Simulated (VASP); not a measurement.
# NiO (Fm-3m) in VASP: further runs

Runs on NiO. Level: PBE+U. Tasks: single point.

Program: VASP 6.6.1. These are calculated values, not measurements. Logs are shortened: lines on timing, memory, paths and dates and some standing lists are left out, and cuts for length are marked.

## 1. The cell of the first run

Symmetry: Fm-3m, No. 225, cubic system. The conventional cell has a = 4.194 Å, b = 4.194 Å, c = 4.194 Å, α = 90.00°, β = 90.00°, γ = 90.00°. Ni (site symmetry m-3m) has 6 O at 2.10 Å within 2.8 Å. O (site symmetry m-3m) has 6 Ni at 2.10 Å within 2.8 Å.

## 2. Single point, PBE+U, collinear spin, ferromagnetic start

INCAR

```
SYSTEM = NiO
PREC = Accurate
ENCUT = 520
EDIFF = 1E-6
ISMEAR = -1
SIGMA = 0.03
LREAL = .FALSE.
LASPH = .TRUE.
NELM = 150
ALGO = Normal
ISIF = 2
LWAVE = .FALSE.
LCHARG = .FALSE.
ISPIN = 2
MAGMOM = 2 2 0 0
LORBIT = 11
LMAXMIX = 4
LDAU = .TRUE.
LDAUTYPE = 2
LDAUL = 2 -1
LDAUU = 2.9 0
LDAUJ = 0 0
LDAUPRINT = 1
GGA = PE
NBANDS = 28
ISYM = 0
```

KPOINTS

```
regular mesh
0
G
  5 8 7
  0 0 0
```

POSCAR

```
NiO
1.0
   -2.0969500000     -4.1939000000     -2.0969500000
   -2.0969500000      0.0000000000     -2.0969500000
    2.0969500000      0.0000000000     -2.0969500000
Ni O
2 2
Direct
    0.0000000000      0.0000000000      0.0000000000
    0.5000000000      0.0000000000      0.5000000000
    0.0000000000      0.5000000000      0.5000000000
    0.5000000000      0.5000000000      0.0000000000
```

Potentials or basis: VASP PAW PBE potentials, release 64 (Ni, O).

On the command line:

```sh
cat potpaw_PBE.64/Ni/POTCAR potpaw_PBE.64/O/POTCAR > POTCAR
mpirun -np 1 vasp_std > vasp.out
```

OUTCAR:

```text
SYSTEM = NiO
   PREC = Accurate
   ENCUT = 520
   EDIFF = 1E-6
   ISMEAR = -1
   LREAL = .FALSE.
   LASPH = .TRUE.
   NELM = 150
   ISIF = 2
   ISPIN = 2
   LORBIT = 11
   GGA = PE
   ISYM = 0

 ion  position               nearest neighbor table
   1  0.000  0.000  0.000-   3 2.10   3 2.10   3 2.10   4 2.10   3 2.10   4 2.10   2 2.97   2 2.97
                             2 2.97   2 2.97   2 2.97   2 2.97   2 2.97   2 2.97
   2  0.500  0.000  0.500-   4 2.10   4 2.10   3 2.10   4 2.10   4 2.10   3 2.10   1 2.97   1 2.97
                             1 2.97   1 2.97   1 2.97   1 2.97   1 2.97   1 2.97
   3  0.000  0.500  0.500-   1 2.10   1 2.10   1 2.10   2 2.10   1 2.10   2 2.10
   4  0.500  0.500  0.000-   2 2.10   2 2.10   1 2.10   2 2.10   2 2.10   1 2.10

IMPORTANT INFORMATION: All symmetrisations will be switched off!
NOSYMM: (Re-)initialisation of all symmetry stuff for point group C_1.

----------------------------------------------------------------------------------------

                                     Primitive cell

  volume of cell :      36.8828

  direct lattice vectors                    reciprocal lattice vectors
    -2.096950000 -4.193900000 -2.096950000     0.000000000 -0.238441546  0.000000000
    -2.096950000  0.000000000 -2.096950000    -0.238441546  0.238441546 -0.238441546
     2.096950000  0.000000000 -2.096950000     0.238441546  0.000000000 -0.238441546

  length of vectors
     5.136457516  2.965535130  2.965535130     0.238441546  0.412992872  0.337207268

  position of ions in fractional coordinates (direct lattice)
     0.000000000  0.000000000  0.000000000
     0.500000000  0.000000000  0.500000000
     0.000000000  0.500000000  0.500000000
     0.500000000  0.500000000  0.000000000

  ion indices of the primitive-cell ions
   primitive index   ion index
                 1           1
                 2           2
                 3           3
                 4           4

----------------------------------------------------------------------------------------

 KPOINTS: regular mesh

Automatic generation of k-mesh.
 Grid dimensions read from file:
 generate k-points for:    5    8    7

 Generating k-lattice:

  Cartesian coordinates                     Fractional coordinates (reciprocal lattice)
     0.000000000 -0.047688309  0.000000000     0.200000000  0.000000000  0.000000000
    -0.029805193  0.029805193 -0.029805193     0.000000000  0.125000000  0.000000000
     0.034063078  0.000000000 -0.034063078     0.000000000  0.000000000  0.142857143

  Length of vectors
     0.047688309  0.051624109  0.048172467

  Shift w.r.t. Gamma in fractional coordinates (k-lattice)
     0.000000000  0.000000000  0.000000000

 -----------------------------------------------------------------------------
|                                                                             |
|           W    W    AA    RRRRR   N    N  II  N    N   GGGG   !!!           |
|           W    W   A  A   R    R  NN   N  II  NN   N  G    G  !!!           |
|           W    W  A    A  R    R  N N  N  II  N N  N  G       !!!           |
|           W WW W  AAAAAA  RRRRR   N  N N  II  N  N N  G  GGG   !            |
|           WW  WW  A    A  R   R   N   NN  II  N   NN  G    G                |
|           W    W  A    A  R    R  N    N  II  N    N   GGGG   !!!           |
|                                                                             |
|     Your reciprocal lattice and k-lattice belong to different lattice       |
|     classes:                                                                |
|                                                                             |
[... 126 lines left out ...]
  o =  0.9698  v =  0.0000  0.0000  0.0000  0.0000  0.0000  0.0007  0.0041 -0.0000  1.0000 -0.0000      0.0000  0.0000  0.0000  0.0000  0.0000  0.0000  0.0000  0.0000  0.0000  0.0000
  o =  0.9698  v =  0.0000  0.0000  0.0000  0.0000  0.0000 -0.0369 -0.9993  0.0000  0.0041  0.0000      0.0000  0.0000  0.0000  0.0000  0.0000  0.0000  0.0000  0.0000  0.0000  0.0000
  o =  0.9698  v =  0.0000  0.0000  0.0000  0.0000  0.0000  0.9993 -0.0369  0.0000 -0.0005 -0.0000      0.0000  0.0000  0.0000  0.0000  0.0000  0.0000  0.0000  0.0000  0.0000  0.0000
  o =  0.9733  v = -0.2708 -0.2535  0.0000 -0.9287  0.0000  0.0000  0.0000  0.0000  0.0000  0.0000      0.0000  0.0000  0.0000  0.0000  0.0000  0.0000  0.0000  0.0000  0.0000  0.0000
  o =  0.9733  v =  0.6875  0.6243  0.0000 -0.3709  0.0001  0.0000  0.0000  0.0000  0.0000  0.0000      0.0000  0.0000  0.0000  0.0000  0.0000  0.0000  0.0000  0.0000  0.0000  0.0000
  o =  0.9733  v =  0.6737 -0.7389 -0.0000  0.0052  0.0000  0.0000  0.0000  0.0000  0.0000  0.0000      0.0000  0.0000  0.0000  0.0000  0.0000  0.0000  0.0000  0.0000  0.0000  0.0000
  o =  1.0196  v = -0.0000 -0.0000  0.5698  0.0000  0.8218  0.0000  0.0000  0.0000  0.0000  0.0000      0.0000  0.0000  0.0000  0.0000  0.0000  0.0000  0.0000  0.0000  0.0000  0.0000
  o =  1.0196  v =  0.0000 -0.0000  0.8218 -0.0000 -0.5698  0.0000  0.0000  0.0000  0.0000  0.0000      0.0000  0.0000  0.0000  0.0000  0.0000  0.0000  0.0000  0.0000  0.0000  0.0000

atom =   2  type =  1  l = 2

 onsite density matrix

spin component  1

  0.9733 -0.0000 -0.0000 -0.0000 -0.0000
 -0.0000  0.9733 -0.0000 -0.0000 -0.0000
 -0.0000 -0.0000  1.0196  0.0000 -0.0000
 -0.0000 -0.0000  0.0000  0.9733  0.0000
 -0.0000 -0.0000 -0.0000  0.0000  1.0196

spin component  2

  0.9698 -0.0000  0.0000  0.0000 -0.0000
 -0.0000  0.9698 -0.0000 -0.0000 -0.0000
  0.0000 -0.0000  0.1810 -0.0000  0.0000
  0.0000 -0.0000 -0.0000  0.9698 -0.0000
 -0.0000 -0.0000  0.0000 -0.0000  0.1809

 occupancies and eigenvectors

  o =  0.1809  v =  0.0000  0.0000  0.0000  0.0000  0.0000 -0.0000 -0.0000  0.3583 -0.0000 -0.9336      0.0000  0.0000  0.0000  0.0000  0.0000  0.0000  0.0000  0.0000  0.0000  0.0000
  o =  0.1810  v =  0.0000  0.0000  0.0000  0.0000  0.0000  0.0000  0.0000  0.9336  0.0000  0.3583      0.0000  0.0000  0.0000  0.0000  0.0000  0.0000  0.0000  0.0000  0.0000  0.0000
  o =  0.9698  v =  0.0000  0.0000  0.0000  0.0000  0.0000  0.0005 -0.0055  0.0000 -1.0000  0.0000      0.0000  0.0000  0.0000  0.0000  0.0000  0.0000  0.0000  0.0000  0.0000  0.0000
  o =  0.9698  v =  0.0000  0.0000  0.0000  0.0000  0.0000  0.0381  0.9993 -0.0000 -0.0055 -0.0000      0.0000  0.0000  0.0000  0.0000  0.0000  0.0000  0.0000  0.0000  0.0000  0.0000
  o =  0.9698  v =  0.0000  0.0000  0.0000  0.0000  0.0000  0.9993 -0.0381  0.0000  0.0007 -0.0000      0.0000  0.0000  0.0000  0.0000  0.0000  0.0000  0.0000  0.0000  0.0000  0.0000
  o =  0.9733  v = -0.3031 -0.2869  0.0000 -0.9087 -0.0000  0.0000  0.0000  0.0000  0.0000  0.0000      0.0000  0.0000  0.0000  0.0000  0.0000  0.0000  0.0000  0.0000  0.0000  0.0000
  o =  0.9733  v =  0.7353  0.5362  0.0000 -0.4146  0.0001  0.0000  0.0000  0.0000  0.0000  0.0000      0.0000  0.0000  0.0000  0.0000  0.0000  0.0000  0.0000  0.0000  0.0000  0.0000
  o =  0.9733  v =  0.6062 -0.7938 -0.0000  0.0485  0.0000  0.0000  0.0000  0.0000  0.0000  0.0000      0.0000  0.0000  0.0000  0.0000  0.0000  0.0000  0.0000  0.0000  0.0000  0.0000
  o =  1.0196  v = -0.0000 -0.0000  0.5694  0.0000  0.8220  0.0000  0.0000  0.0000  0.0000  0.0000      0.0000  0.0000  0.0000  0.0000  0.0000  0.0000  0.0000  0.0000  0.0000  0.0000
  o =  1.0196  v =  0.0000 -0.0000  0.8220 -0.0000 -0.5694  0.0000  0.0000  0.0000  0.0000  0.0000      0.0000  0.0000  0.0000  0.0000  0.0000  0.0000  0.0000  0.0000  0.0000  0.0000

 number of electron      31.9999986 magnetization       3.9996660

 Free energy of the ion-electron system (eV)
  ---------------------------------------------------
  ext. energy  EPLUGINS =         0.00000000
  ---------------------------------------------------
  free energy    TOTEN  =       -21.46213670 eV

  energy without entropy =      -21.46213669  energy(sigma->0) =      -21.46213669

 E-fermi :   7.6269     XC(G=0): -12.5871

 val. band max:        7.2029040857   @ k =   0.0000   0.5000   0.0000
 cond. band min:       8.0294486368   @ k =   0.0000   0.0000   0.0000
 fundamental gap:      0.8265445511
 Fermi energy:         7.6269389381

 spin component 1

 k-point     1 :       0.0000    0.0000    0.0000
  band No.  band energies     occupation
      1     -12.2929      1.00000
      2     -10.9786      1.00000
      3       1.0854      1.00000
      4       2.6013      1.00000
      5       2.6014      1.00000
      6       2.7063      1.00000
[... 1481 lines left out ...]
     27      25.4993      0.00000
     28      26.3236      0.00000

 [... further k-points ...]

------------------------ aborting loop because EDIFF is reached ----------------------------------------

  FORCE on cell =-STRESS in cart. coord.  units (eV):
  Direction    XX          YY          ZZ          XY          YZ          ZX
  --------------------------------------------------------------------------------------
  -------------------------------------------------------------------------------------
  Total        0.7790470      0.7782992      0.7766233      0.0001095      0.0001137      0.0005112
  in kB       33.8415325     33.8090466     33.7362502      0.0047582      0.0049386      0.0222053
  external PRESSURE =      33.7956098 kB  Pullay stress =       0.0000000 kB

 VOLUME and BASIS-vectors are now :
 -----------------------------------------------------------------------------
  energy-cutoff  :      520.00
  volume of cell :       36.88
      direct lattice vectors                 reciprocal lattice vectors
    -2.096950000 -4.193900000 -2.096950000     0.000000000 -0.238441546  0.000000000
    -2.096950000  0.000000000 -2.096950000    -0.238441546  0.238441546 -0.238441546
     2.096950000  0.000000000 -2.096950000     0.238441546  0.000000000 -0.238441546

 POSITION                                       TOTAL-FORCE (eV/Angst)
 -----------------------------------------------------------------------------------
      0.00000      0.00000      0.00000         0.000000     -0.000000     -0.000001
      0.00000     -2.09695     -2.09695        -0.000000     -0.000000      0.000000
      0.00000      0.00000     -2.09695         0.000000      0.000000      0.000001
     -2.09695     -2.09695     -2.09695        -0.000000      0.000000     -0.000000
 -----------------------------------------------------------------------------------
    total drift:                               -0.000001      0.000000      0.000002

  FREE ENERGIE OF THE ION-ELECTRON SYSTEM (eV)
  ---------------------------------------------------
  free  energy   TOTEN  =       -21.4621367005 eV

  energy  without entropy=      -21.4621366880  energy(sigma->0) =      -21.46213669

 total charge

# of ion       s       p       d       tot
------------------------------------------
    1        0.336   0.408   8.205   8.950
    2        0.336   0.408   8.205   8.950
    3        1.550   3.458   0.000   5.008
    4        1.550   3.458   0.000   5.008
--------------------------------------------------
tot          3.773   7.733  16.411  27.917

 magnetization (x)

# of ion       s       p       d       tot
------------------------------------------
    1        0.011   0.014   1.688   1.713
    2        0.011   0.014   1.688   1.713
    3        0.024   0.230   0.000   0.254
    4        0.024   0.230   0.000   0.254
--------------------------------------------------
tot          0.071   0.488   3.376   3.935
```

Wall time 2.5 min (1 thread of AMD EPYC 9R45 (Zen 5), shared host); peak memory 0.29 GiB.

What came out:

```
Free energy                                           : -21.4621 eV
Pressure                                              : 3.4 GPa
Band gap on the k mesh                                : 0.83 eV
Net moment                                            : 4.00 μB per cell
Site moments                                          : Ni +1.71; O +0.25 μB
Valence electrons inside the program's atomic spheres : Ni 8.95; O 5.01
```

Eigenvalues of the final occupation matrices:
```csv
site,spin,trace,eigenvalues
site 1 d,1,4.96,0.97 0.97 0.97 1.02 1.02
site 1 d,2,3.27,0.18 0.18 0.97 0.97 0.97
site 2 d,1,4.96,0.97 0.97 0.97 1.02 1.02
site 2 d,2,3.27,0.18 0.18 0.97 0.97 0.97
```

Caveat: the cell stands under pressure. The state reached can hang on the start; a lower one may exist.

## 3. Single point, PBE+U, collinear spin, ferromagnetic start

INCAR

```
SYSTEM = NiO
ALGO     = Normal         ! electronic algorithm
EDIFF    = 1E-6           ! SCF threshold, eV
ENCUT    = 520            ! plane-wave cutoff, eV
GGA      = PE             ! functional
ISIF     = 2              ! what is computed and relaxed
ISMEAR   = -1             ! smearing method
ISPIN    = 2              ! spin polarisation
ISYM     = 0            
LASPH    = .True.         ! aspherical terms in the spheres
LCHARG   = .False.        ! write CHGCAR
LDAU     = .True.         ! DFT+U
LDAUJ    = 0 0          
LDAUL    = 2 -1           ! shell
LDAUPRINT= 1            
LDAUTYPE = 2            
LDAUU    = 2.9 0          ! U, eV
LMAXMIX  = 4              ! l up to which the mixer works
LORBIT   = 11             ! projections on sites
LREAL    = .False.        ! projectors in reciprocal space
LWAVE    = .False.        ! write WAVECAR
MAGMOM   = 1.82 1.82 0.31 0.31 ! initial moments
NBANDS   = 28             ! bands
NELM     = 150            ! most SCF steps
PREC     = Accurate       ! precision mode
SIGMA    = 0.03           ! smearing width, eV
```

KPOINTS

```
k-points
0
Gamma
  5 8 7
  0 0 0
```

POSCAR is that of step 2.

Potentials or basis: VASP PAW PBE potentials, release 64 (Ni, O).

On the command line:

```sh
cat potpaw_PBE.64/Ni/POTCAR potpaw_PBE.64/O/POTCAR > POTCAR
mpirun -np 1 vasp_std > vasp.out
```

OUTCAR:

```text
SYSTEM = NiO
   EDIFF = 1E-6
   ENCUT = 520
   GGA = PE
   ISIF = 2
   ISMEAR = -1
   ISPIN = 2
   ISYM = 0
   LASPH = .True.
   LORBIT = 11
   LREAL = .False.
   NELM = 150
   PREC = Accurate

 ion  position               nearest neighbor table
   1  0.000  0.000  0.000-   3 2.10   3 2.10   3 2.10   4 2.10   3 2.10   4 2.10   2 2.97   2 2.97
                             2 2.97   2 2.97   2 2.97   2 2.97   2 2.97   2 2.97
   2  0.500  0.000  0.500-   4 2.10   4 2.10   3 2.10   4 2.10   4 2.10   3 2.10   1 2.97   1 2.97
                             1 2.97   1 2.97   1 2.97   1 2.97   1 2.97   1 2.97
   3  0.000  0.500  0.500-   1 2.10   1 2.10   1 2.10   2 2.10   1 2.10   2 2.10
   4  0.500  0.500  0.000-   2 2.10   2 2.10   1 2.10   2 2.10   2 2.10   1 2.10

IMPORTANT INFORMATION: All symmetrisations will be switched off!
NOSYMM: (Re-)initialisation of all symmetry stuff for point group C_1.

----------------------------------------------------------------------------------------

                                     Primitive cell

  volume of cell :      36.8828

[... 1740 lines left out ...]
  -------------------------------------------------------------------------------------
  Total        0.7503321      0.7495912      0.7478946      0.0001139      0.0001179      0.0004857
  in kB       32.5941668     32.5619819     32.4882815      0.0049496      0.0051202      0.0210970
  external PRESSURE =      32.5481434 kB  Pullay stress =       0.0000000 kB

 VOLUME and BASIS-vectors are now :
 -----------------------------------------------------------------------------
  energy-cutoff  :      520.00
  volume of cell :       36.88
      direct lattice vectors                 reciprocal lattice vectors
    -2.096950000 -4.193900000 -2.096950000     0.000000000 -0.238441546  0.000000000
    -2.096950000  0.000000000 -2.096950000    -0.238441546  0.238441546 -0.238441546
     2.096950000  0.000000000 -2.096950000     0.238441546  0.000000000 -0.238441546

 POSITION                                       TOTAL-FORCE (eV/Angst)
 -----------------------------------------------------------------------------------
      0.00000      0.00000      0.00000        -0.000001     -0.000001     -0.000001
      0.00000     -2.09695     -2.09695         0.000000     -0.000000     -0.000001
      0.00000      0.00000     -2.09695         0.000001     -0.000000      0.000001
     -2.09695     -2.09695     -2.09695         0.000000      0.000001      0.000000
 -----------------------------------------------------------------------------------
    total drift:                                0.000001      0.000002      0.000001

  FREE ENERGIE OF THE ION-ELECTRON SYSTEM (eV)
  ---------------------------------------------------
  free  energy   TOTEN  =       -21.4621363499 eV

  energy  without entropy=      -21.4621363374  energy(sigma->0) =      -21.46213634

 total charge

# of ion       s       p       d       tot
------------------------------------------
    1        0.336   0.408   8.205   8.950
    2        0.336   0.408   8.205   8.950
    3        1.550   3.458   0.000   5.008
    4        1.550   3.458   0.000   5.008
--------------------------------------------------
tot          3.773   7.733  16.411  27.917

 magnetization (x)

# of ion       s       p       d       tot
------------------------------------------
    1        0.011   0.014   1.688   1.713
    2        0.011   0.014   1.688   1.713
    3        0.024   0.230   0.000   0.255
    4        0.024   0.230   0.000   0.255
--------------------------------------------------
tot          0.071   0.488   3.375   3.935
```

stdout:

```text
POSCAR found type information on POSCAR NiO
 POSCAR found :  2 types and       4 ions
 scaLAPACK will be used
 LDA part: xc-table for (Slater+PW92), standard interpolation
 -----------------------------------------------------------------------------
|                                                                             |
|           W    W    AA    RRRRR   N    N  II  N    N   GGGG   !!!           |
|           W    W   A  A   R    R  NN   N  II  NN   N  G    G  !!!           |
|           W    W  A    A  R    R  N N  N  II  N N  N  G       !!!           |
|           W WW W  AAAAAA  RRRRR   N  N N  II  N  N N  G  GGG   !            |
|           WW  WW  A    A  R   R   N   NN  II  N   NN  G    G                |
|           W    W  A    A  R    R  N    N  II  N    N   GGGG   !!!           |
|                                                                             |
|     Your reciprocal lattice and k-lattice belong to different lattice       |
|     classes:                                                                |
|                                                                             |
|        The reciprocal lattice is simple tetragonal,                         |
|        whereas your k-lattice is simple monoclinic.                         |
|                                                                             |
|     Results are often still useful ...                                      |
|                                                                             |
 -----------------------------------------------------------------------------

 POSCAR, INCAR and KPOINTS ok, starting setup
 FFT: planning ... GRIDC
 FFT: planning ... GRID_SOFT
 FFT: planning ... GRID
 WAVECAR not read
 entering main loop
```

Run time: 2.1 min. Hardware: 1 thread of AMD EPYC 9R45 (Zen 5), shared host; peak memory 0.29 GiB.

What came out:

```
Free energy                                           : -21.4621 eV
Pressure                                              : 3.3 GPa
Band gap on the k mesh                                : 0.83 eV
Net moment                                            : 4.00 μB per cell
Site moments                                          : Ni +1.71; O +0.26 μB
Valence electrons inside the program's atomic spheres : Ni 8.95; O 5.01
```

Eigenvalues of the final occupation matrices:
| site | spin | trace | eigenvalues |
| --- | --- | --- | --- |
| site 1 d | 1 | 4.96 | 0.97 0.97 0.97 1.02 1.02 |
| site 1 d | 2 | 3.27 | 0.18 0.18 0.97 0.97 0.97 |
| site 2 d | 1 | 4.96 | 0.97 0.97 0.97 1.02 1.02 |
| site 2 d | 2 | 3.27 | 0.18 0.18 0.97 0.97 0.97 |

Caveat: the cell stands under pressure.

(Continued in part 2 of 4.)

The gap in the log of VASP goes by the Fermi energy; the results here count the filled bands.